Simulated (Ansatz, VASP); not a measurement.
# ZnCu in VASP and in Ansatz

File INCAR:

```
SYSTEM = ZnCu
ALGO = Normal
EDIFF = 1E-7
ENCUT = 520
GGA = PE
ISIF = 2
ISMEAR = -1
LASPH = .True.
LCHARG = .False.
LREAL = .False.
LWAVE = .False.
NBANDS = 18
NELM = 100
PREC = Accurate
SIGMA = 0.05
```

Contents of KPOINTS:

```
k-points
0
Gamma
  10 10 10
  0 0 0
```

File POSCAR:

```
ZnCu
1.0
    2.9450000000      0.0000000000      0.0000000000
    0.0000000000      2.9450000000      0.0000000000
    0.0000000000      0.0000000000      2.9450000000
Zn Cu
1 1
Direct
    0.4850000000      0.4850000000      0.4850000000
    0.0150000000      0.0150000000      0.0150000000
```

Input for Ansatz:

```yaml
crystal:
  lattice:
    - [2.945, 0.0, 0.0]
    - [0.0, 2.945, 0.0]
    - [0.0, 0.0, 2.945]
  atoms:
    - { symbol: Zn, position: [0.485, 0.485, 0.485] }
    - { symbol: Cu, position: [0.015, 0.015, 0.015] }
kpoints:
  mp_grid: { grid: [10, 10, 10] }
scf:
  occupations: { method: fermi_dirac, width: 0.05 }
hamiltonian:
  xc: pbe
  pseudopotentials: { kind: paw }
output:
  forces: true
  stress: true
  eigenvalues: true
  populations: true
```

Change from the starting cell: shortest bond scaled by 0.94, PAW files.

Alike in both runs: task single point; functional PBE; k mesh 10 × 10 × 10; occupations fermi-dirac, width 0.05 eV; no spin polarisation.

```csv
,VASP,Ansatz
version,VASP 6.6.1,Ansatz 0.2.0
potentials or method,"VASP PAW PBE potentials, release 64 (Zn, Cu)","PAW with Ansatz's default frozen-core files, scalar-relativistic"
plane-wave cutoff (eV),520,420
valence electrons in the cell,23,31
```

```csv
,VASP,Ansatz,Ansatz less VASP
pressure (GPa),4.2,3.7,-0.55
"traceless stress, the component that is largest in VASP (GPa)",0.96,0.94,-0.017
rms of the force components (eV/Å),0.456,0.450,-0.0058
```

Atom by atom the forces differ by 0.006 eV/Å (rms over components). VASP's potentials hold 23 valence electrons a cell and Ansatz's 31, so a difference there can come from the potentials and not from the codes.
